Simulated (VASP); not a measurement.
# BeIr2 (Pnnm) in VASP: a series of runs

The runs below take BeIr2 through single point, relaxation of cell and atoms, with PBE.

Program: VASP 6.6.1. These are calculated values, not measurements. Logs are shortened: lines on timing, memory, paths and dates and some standing lists are left out, and cuts for length are marked.

## 1. The cell of the first run

The structure is orthorhombic, space group Pnnm (No. 58). The conventional cell has a = 4.073 Å, b = 4.971 Å, c = 3.103 Å, α = 90.00°, β = 90.00°, γ = 90.00°. Within 2.7 Å of Be (site symmetry 2/m) lie 6 Ir at 2.05 to 2.06 Å. Within 3.4 Å of Ir (site symmetry m) lie 12 Ir at 2.03 to 3.10 Å and 6 Be at 2.05 to 3.30 Å.

## 2. Single point, PBE

INCAR reads:

```
SYSTEM = BeIr2
ALGO = Fast ; EDIFF = 1E-7
ENCUT = 520 ; GGA = PE
ISIF = 2 ; ISMEAR = 0
LASPH = .TRUE. ; LCHARG = .TRUE.
LELF = .TRUE. ; LREAL = .FALSE.
LVHAR = .TRUE. ; LWAVE = .FALSE.
NBANDS = 29 ; NELM = 100
PREC = Accurate ; SIGMA = 0.1
```

KPOINTS reads:

```
k-points
0
G
  4 4 6
  0 0 0
```

POSCAR reads:

```
BeIr2
1.0
    4.0729630385      0.0000000000      0.0000000000
    0.0000000000      4.9710199565      0.0000000000
    0.0000000000      0.0000000000      3.1032448440
Be Ir
2 4
Direct
    0.0000000000      0.0000000000      0.0000000000
    0.5000000000      0.5000000000      0.5000000000
    0.2004000000      0.3787000000      0.0000000000
    0.7996000000      0.6213000000      0.0000000000
    0.7004000000      0.1213000000      0.5000000000
    0.2996000000      0.8787000000      0.5000000000
```

Potentials or basis: VASP PAW PBE potentials, release 64 (Be, Ir).

Launch:

```bash
$ cat potpaw_PBE.64/Be/POTCAR potpaw_PBE.64/Ir/POTCAR > POTCAR
$ mpirun -np 1 vasp_std > vasp.out
```

OUTCAR:

```text
SYSTEM = BeIr2
   EDIFF = 1E-7
   ENCUT = 520
   GGA = PE
   ISIF = 2
   ISMEAR = 0
   LASPH = .TRUE.
   LREAL = .FALSE.
   NELM = 100
   PREC = Accurate

 ion  position               nearest neighbor table
   1  0.000  0.000  0.000-   3 2.05   4 2.05   5 2.06   6 2.06   5 2.06   6 2.06
   2  0.500  0.500  0.500-   5 2.05   6 2.05   3 2.06   4 2.06   3 2.06   4 2.06
   3  0.200  0.379  0.000-   4 2.03   1 2.05   2 2.06   2 2.06   4 2.72   5 2.86   5 2.86   5 2.86
                             5 2.86   6 2.96   6 2.96   6 2.96   6 2.96
   4  0.800  0.621  0.000-   3 2.03   1 2.05   2 2.06   2 2.06   3 2.72   6 2.86   6 2.86   6 2.86
                             6 2.86   5 2.96   5 2.96   5 2.96   5 2.96
   5  0.700  0.121  0.500-   6 2.03   2 2.05   1 2.06   1 2.06   6 2.72   3 2.86   3 2.86   3 2.86
                             3 2.86   4 2.96   4 2.96   4 2.96   4 2.96
   6  0.300  0.879  0.500-   5 2.03   2 2.05   1 2.06   1 2.06   5 2.72   4 2.86   4 2.86   4 2.86
                             4 2.86   3 2.96   3 2.96   3 2.96   3 2.96

  LATTYP: Found a simple orthorhombic cell.
 ALAT       =     3.1032448440
 B/A-ratio  =     1.3124852351
 C/A-ratio  =     1.6018781006

  Lattice vectors:

 A1 = (   0.0000000000,   0.0000000000,   3.1032448440)
 A2 = (   4.0729630385,   0.0000000000,   0.0000000000)
 A3 = (   0.0000000000,   4.9710199565,   0.0000000000)

Analysis of symmetry for initial positions (statically):
=====================================================================
 Subroutine PRICEL returns:
 Original cell was already a primitive cell.

 Routine SETGRP: Setting up the symmetry group for a
 simple orthorhombic supercell.

 Subroutine GETGRP returns: Found  8 space group operations
 (whereof  4 operations were pure point group operations)
 out of a pool of  8 trial point group operations.

The static configuration has the point symmetry C_2h.
 The point group associated with its full space group is D_2h.

Analysis of symmetry for dynamics (positions and initial velocities):
=====================================================================
 Subroutine PRICEL returns:
 Original cell was already a primitive cell.

 Routine SETGRP: Setting up the symmetry group for a
 simple orthorhombic supercell.

 Subroutine GETGRP returns: Found  8 space group operations
 (whereof  4 operations were pure point group operations)
 out of a pool of  8 trial point group operations.

The dynamic configuration has the point symmetry C_2h.
 The point group associated with its full space group is D_2h.

 Subroutine INISYM returns: Found  8 space group operations
 (whereof  4 operations are pure point group operations),
 and found     1 'primitive' translations

----------------------------------------------------------------------------------------

                                     Primitive cell

  volume of cell :      62.8307

  direct lattice vectors                    reciprocal lattice vectors
     4.072963039  0.000000000  0.000000000     0.245521501  0.000000000  0.000000000
     0.000000000  4.971019957  0.000000000     0.000000000  0.201165960  0.000000000
     0.000000000  0.000000000  3.103244844     0.000000000  0.000000000  0.322243345

  length of vectors
     4.072963039  4.971019957  3.103244844     0.245521501  0.201165960  0.322243345

  position of ions in fractional coordinates (direct lattice)
     0.000000000  0.000000000  0.000000000
     0.500000000  0.500000000  0.500000000
     0.200400000  0.378700000  0.000000000
     0.799600000  0.621300000  0.000000000
     0.700400000  0.121300000  0.500000000
     0.299600000  0.878700000  0.500000000

  ion indices of the primitive-cell ions
   primitive index   ion index
                 1           1
                 2           2
                 3           3
                 4           4
                 5           5
                 6           6

----------------------------------------------------------------------------------------

 KPOINTS: k-points

Automatic generation of k-mesh.
 Grid dimensions read from file:
 generate k-points for:    4    4    6

 Generating k-lattice:

  Cartesian coordinates                     Fractional coordinates (reciprocal lattice)
     0.061380375  0.000000000  0.000000000     0.250000000  0.000000000  0.000000000
     0.000000000  0.050291490  0.000000000     0.000000000  0.250000000  0.000000000
     0.000000000  0.000000000  0.053707224     0.000000000  0.000000000  0.166666667

  Length of vectors
     0.061380375  0.050291490  0.053707224

  Shift w.r.t. Gamma in fractional coordinates (k-lattice)
     0.000000000  0.000000000  0.000000000

 Subroutine IBZKPT returns following result:
 ===========================================

 Found     36 irreducible k-points:

 Following reciprocal coordinates:
            Coordinates               Weight
  0.000000  0.000000  0.000000      1.000000
  0.250000  0.000000  0.000000      2.000000
  0.500000  0.000000  0.000000      1.000000
  0.000000  0.250000  0.000000      2.000000
  0.250000  0.250000  0.000000      4.000000
  0.500000  0.250000  0.000000      2.000000
[... 16 lines left out ...]
  0.250000  0.250000  0.333333      8.000000
  0.500000  0.250000  0.333333      4.000000
 [... further k-points ...]
   k-points           NKPTS =     36   k-points in BZ     NKDIM =     36   number of bands    NBANDS=     29
   number of dos      NEDOS =    301   number of ions     NIONS =      6
   total plane-waves  NPLWV =  28800
   dimension x,y,z NGX =    30 NGY =   40 NGZ =   24
   dimension x,y,z NGXF=    60 NGYF=   80 NGZF=   48
   ions per type =               2   4
   NGX,Y,Z   is equivalent  to a cutoff of  12.25, 13.38, 12.86 a.u.
   NGXF,Y,Z  is equivalent  to a cutoff of  24.49, 26.75, 25.71 a.u.
 SYSTEM =  BeIr2
   PREC   = accura    normal or accurate (medium, high low for compatibility)
   ISTART =      0    job   : 0-new  1-cont  2-samecut
   ICHARG =      2    charge: 1-file 2-atom 10-const
   ISPIN  =      1    spin polarized calculation?
   LNONCOLLINEAR =      F non collinear calculations
   LSORBIT =      F    spin-orbit coupling
   LASPH  =      T    aspherical Exc in radial PAW
   ENCUT  =  520.0 eV  38.22 Ry    6.18 a.u.   7.57  9.24  5.77*2*pi/ulx,y,z
   NELM   =    100;   NELMIN=  2; NELMDL= -5     # of ELM steps
   EDIFF  = 0.1E-06   stopping-criterion for ELM
   LREAL  =      F    real-space projection
   EDIFFG = 0.1E-05   stopping-criterion for IOM
   NSW    =      0    number of steps for IOM
   IBRION =     -1    ionic relax: 0-MD 1-quasi-New 2-CG
   NFREE  =      0    steps in history (QN), initial steepest desc. (CG)
   ISIF   =      2    stress and relaxation
   ISYM   =      2    0-nonsym 1-usesym 2-fastsym
   POTIM  = 0.5000    time-step for ionic-motion
   TEBEG  =    0.0;   TEEND  =   0.0 temperature during run
   PSTRESS=    0.0 pullay stress
   NELECT =      40.0000    total number of electrons
   NUPDOWN=      -1.0000    fix difference up-down
   EMIN   =  10.00;   EMAX   =-10.00  energy-range for DOS
   EFERMI =   0.00;   METHOD = LEGACY
   ISMEAR =     0;   SIGMA  =   0.10  broadening in eV -4-tet -1-fermi 0-gaus
   EFERMI_NEDOS =   21; number of points for ismear=-14 and -15
   IALGO  =     68    algorithm
   IMIX   =      4    mixing-type and parameters
     AMIX     =   0.40;   BMIX     =  1.00
     AMIX_MAG =   1.60;   BMIX_MAG =  1.00
  volume/ion in A,a.u.               =      10.47        70.67
  Fermi-wavevector in a.u.,A,eV,Ry     =   1.408329  2.661356 26.985671  1.983391
  Thomas-Fermi vector in A             =   2.530498
   LORBIT       =      0    0 simple, 1 ext, 2 COOP (PROOUT), +10 PAW based schemes
   GGA     = PE    functional components
   LHFCALC =     F    Hartree Fock is set to
   AEXX    =    0.0000 exact exchange contribution
   IVDW    =     0    specifies the selected vdW correction
   LEPSILON=     F    determine dielectric tensor
   LRPA    =     F    only Hartree local field effects (RPA)
 non-spin polarized calculation
 RMM-DIIS sequential band-by-band and
 Gauss-broadening in eV      SIGMA  =   0.10
  energy-cutoff  :      520.00
  volume of cell :       62.83
 maximum number of plane-waves:      1718
   NGX = 15   NGY = 19   NGZ = 11

 number of electron      39.9999996 magnetization

 Free energy of the ion-electron system (eV)
  ---------------------------------------------------
  ext. energy  EPLUGINS =         0.00000000
  ---------------------------------------------------
  free energy    TOTEN  =       -32.87629543 eV

  energy without entropy =      -32.84814453  energy(sigma->0) =      -32.86221998

 E-fermi :  11.4350     XC(G=0): -13.8992

 val. band max:       11.4011682263   @ k =   0.2500   0.0000   0.3333
 cond. band min:      11.4393893700   @ k =   0.5000   0.0000   0.5000
 fundamental gap:      0.0382211437
 Fermi energy:        11.4349506464

 k-point     1 :       0.0000    0.0000    0.0000
  band No.  band energies     occupation
      1      -0.3892      2.00000
      2       2.5347      2.00000
      3       3.4243      2.00000
      4       3.8099      2.00000
      5       4.5911      2.00000
      6       5.0185      2.00000
[... 21 lines left out ...]
     28      19.8856      0.00000
     29      21.5167      0.00000

 k-point     2 :       0.2500    0.0000    0.0000
  band No.  band energies     occupation
      1       0.3601      2.00000
      2       2.4888      2.00000
      3       2.8895      2.00000
      4       3.6874      2.00000
      5       4.0329      2.00000
      6       5.1055      2.00000
[... 21 lines left out ...]
     28      19.4323      0.00000
     29      22.4242      0.00000

 k-point     3 :       0.5000    0.0000    0.0000
  band No.  band energies     occupation
      1       1.9686      2.00000
      2       1.9686      2.00000
      3       2.6756      2.00000
      4       2.6756      2.00000
      5       4.8340      2.00000
      6       4.8340      2.00000
[... 638 lines left out ...]
      5       4.3079      2.00000
      6       4.4351      2.00000
[... 21 lines left out ...]
     28      18.3205      0.00000
     29      19.5812      0.00000

 k-point    24 :       0.5000    0.2500    0.3333
  band No.  band energies     occupation
      1       3.0550      2.00000
      2       3.0550      2.00000
      3       3.3973      2.00000
      4       3.3973      2.00000
      5       4.2998      2.00000
      6       4.2998      2.00000
[... 21 lines left out ...]
     28      18.2216      0.00000
     29      19.8119      0.00000

 [... further k-points ...]

------------------------ aborting loop because EDIFF is reached ----------------------------------------

  FORCE on cell =-STRESS in cart. coord.  units (eV):
  Direction    XX          YY          ZZ          XY          YZ          ZX
  --------------------------------------------------------------------------------------
  -------------------------------------------------------------------------------------
  Total       63.0353390     49.9666662     31.7904436      0.0000000      0.0000000      0.0000000
  in kB     1607.3951637   1274.1452470    810.6532953      0.0000000      0.0000000      0.0000000
  external PRESSURE =    1230.7312354 kB  Pullay stress =       0.0000000 kB

 VOLUME and BASIS-vectors are now :
 -----------------------------------------------------------------------------
  energy-cutoff  :      520.00
  volume of cell :       62.83
      direct lattice vectors                 reciprocal lattice vectors
     4.072963039  0.000000000  0.000000000     0.245521501  0.000000000  0.000000000
     0.000000000  4.971019957  0.000000000     0.000000000  0.201165960  0.000000000
     0.000000000  0.000000000  3.103244844     0.000000000  0.000000000  0.322243345

 POSITION                                       TOTAL-FORCE (eV/Angst)
 -----------------------------------------------------------------------------------
      0.00000      0.00000      0.00000         0.000000     -0.000000      0.000000
      2.03648      2.48551      1.55162         0.000000     -0.000000      0.000000
      0.81622      1.88253      0.00000         9.743447     -6.612492      0.000000
      3.25674      3.08849      0.00000        -9.743447      6.612492      0.000000
      2.85270      0.60298      1.55162         9.743447      6.612492      0.000000
      1.22026      4.36804      1.55162        -9.743447     -6.612492      0.000000
 -----------------------------------------------------------------------------------
    total drift:                                0.000000      0.000000     -0.000000

  FREE ENERGIE OF THE ION-ELECTRON SYSTEM (eV)
  ---------------------------------------------------
  free  energy   TOTEN  =       -32.8762954323 eV

  energy  without entropy=      -32.8481445346  energy(sigma->0) =      -32.86221998
```

It took 48 s on 1 thread of Intel Xeon 6975P-C (Granite Rapids), shared host; peak memory 0.2 GiB.

What came out:

```
Free energy            : -32.8763 eV
Pressure               : 123.1 GPa
Largest force          : 11.775 eV/Å
Band gap on the k mesh : zero (bands 20 and 21 overlap by 0.66 eV)
```

Forces in eV/Å, atoms in the order of the input:
```
Be   0.000  0.000  0.000
Be   0.000  0.000  0.000
Ir   9.743 -6.612  0.000
Ir  -9.743  6.612  0.000
Ir   9.743  6.612  0.000
Ir  -9.743 -6.612  0.000
```

Caveat: the k points lie up to 0.39 Å⁻¹ apart, too coarse for converged energies and pressures of a metal; spin-orbit coupling is left out, which moves the levels of the heavy elements; forces of over 1 eV/Å act on the atoms, so gaps and moduli don't describe the material at rest.

## 3. Relaxation of cell and atoms, PBE

INCAR reads:

```
SYSTEM = BeIr2
  PREC = Accurate
  ENCUT = 600
  EDIFF = 1E-6
  ISMEAR = 0
  SIGMA = 0.1
  LREAL = .FALSE.
  LASPH = .TRUE.
  NELM = 100
  ALGO = Normal
  ISIF = 3
  LWAVE = .FALSE.
  LCHARG = .FALSE.
  GGA = PE
  IBRION = 2
  NSW = 90
  EDIFFG = -0.04
```

KPOINTS reads:

```
regular mesh
0
G
  4 4 6
  0 0 0
```

POSCAR is that of step 2.

Potentials or basis: VASP PAW PBE potentials, release 64 (Be, Ir).

Launch:

```bash
$ cat potpaw_PBE.64/Be/POTCAR potpaw_PBE.64/Ir/POTCAR > POTCAR
$ mpirun -np 1 vasp_std > vasp.out
```

OUTCAR:

```text
SYSTEM = BeIr2
   PREC = Accurate
   ENCUT = 600
   EDIFF = 1E-6
   ISMEAR = 0
   LREAL = .FALSE.
   LASPH = .TRUE.
   NELM = 100
   ISIF = 3
   GGA = PE
   IBRION = 2
   NSW = 90
   EDIFFG = -0.04

 ion  position               nearest neighbor table
   1  0.000  0.000  0.000-   3 2.05   4 2.05   5 2.06   6 2.06   5 2.06   6 2.06
   2  0.500  0.500  0.500-   5 2.05   6 2.05   3 2.06   4 2.06   3 2.06   4 2.06
   3  0.200  0.379  0.000-   4 2.03   1 2.05   2 2.06   2 2.06   4 2.72   5 2.86   5 2.86   5 2.86
                             5 2.86   6 2.96   6 2.96   6 2.96   6 2.96
   4  0.800  0.621  0.000-   3 2.03   1 2.05   2 2.06   2 2.06   3 2.72   6 2.86   6 2.86   6 2.86
                             6 2.86   5 2.96   5 2.96   5 2.96   5 2.96
   5  0.700  0.121  0.500-   6 2.03   2 2.05   1 2.06   1 2.06   6 2.72   3 2.86   3 2.86   3 2.86
                             3 2.86   4 2.96   4 2.96   4 2.96   4 2.96
   6  0.300  0.879  0.500-   5 2.03   2 2.05   1 2.06   1 2.06   5 2.72   4 2.86   4 2.86   4 2.86
                             4 2.86   3 2.96   3 2.96   3 2.96   3 2.96

  LATTYP: Found a simple orthorhombic cell.
[... 2280 lines left out ...]
     23       4.4335      0.00000
     24       4.4335      0.00000

 [... further k-points ...]

[... ionic steps 4 to 57 ...]

--------------------------------------- Ionic step       58  -------------------------------------------

 number of electron      39.9999997 magnetization

------------------------ aborting loop because EDIFF is reached ----------------------------------------
[... 75 lines left out ...]
--------------------------------------- Ionic step       60  -------------------------------------------

 number of electron      39.9999998 magnetization

 Free energy of the ion-electron system (eV)
  ---------------------------------------------------
  ext. energy  EPLUGINS =         0.00000000
  ---------------------------------------------------
  free energy    TOTEN  =       -42.84842272 eV

  energy without entropy =      -42.82609208  energy(sigma->0) =      -42.83725740

 E-fermi :   7.4116     XC(G=0): -12.5742

 val. band max:        7.3884861567   @ k =   0.0000   0.2500   0.1667
 cond. band min:       7.4192717704   @ k =   0.2500   0.2500   0.0000
 fundamental gap:      0.0307856138
 Fermi energy:         7.4115923638
[... 681 lines left out ...]
  FREE ENERGIE OF THE ION-ELECTRON SYSTEM (eV)
  ---------------------------------------------------
  free  energy   TOTEN  =       -42.8484227159 eV

  energy  without entropy=      -42.8260920829  energy(sigma->0) =      -42.83725740

 reached required accuracy - stopping structural energy minimisation
```

It took 16 min on 1 thread of Intel Xeon 6975P-C (Granite Rapids), shared host; peak memory 0.25 GiB.

Results:

| Item | Value |
| --- | --- |
| Free energy | -42.8484 eV |
| Relaxed volume | 13.31 Å³/atom |
| Relaxed cell | a = 5.400 Å, b = 3.897 Å, c = 3.796 Å, α = 90.00°, β = 90.00°, γ = 90.00° |
| Space group after relaxing (to 0.1 Å) | Immm (No. 71) |
| Pressure after relaxing | -0.2 GPa |
| Largest force after relaxing | 0.020 eV/Å |

Forces in eV/Å, atoms in the order of the input:
```
Be   0.000  0.000  0.000
Be   0.000  0.000  0.000
Ir  -0.001 -0.020  0.000
Ir   0.001  0.020  0.000
Ir  -0.001  0.020  0.000
Ir   0.001 -0.020  0.000
```

Final structure:
```
Be Ir
1.0
     5.39984    0.00000    0.00000
     0.00000    3.89690    0.00000
     0.00000    0.00000    3.79614
Be Ir
2 4
Direct
  0.00000 0.00000 0.00000
  0.50000 0.50000 0.50000
  0.24605 0.50145 0.00000
  0.75395 0.49855 0.00000
  0.74605 0.99855 0.50000
  0.25395 0.00145 0.50000
```

Caveat: the k points lie up to 0.40 Å⁻¹ apart in the final cell; the volume moved by over 15 % at a fixed basis, so the end points are rough; the highest band is partly filled, so the run has too few bands; spin-orbit coupling is left out, which moves the levels of the heavy elements.
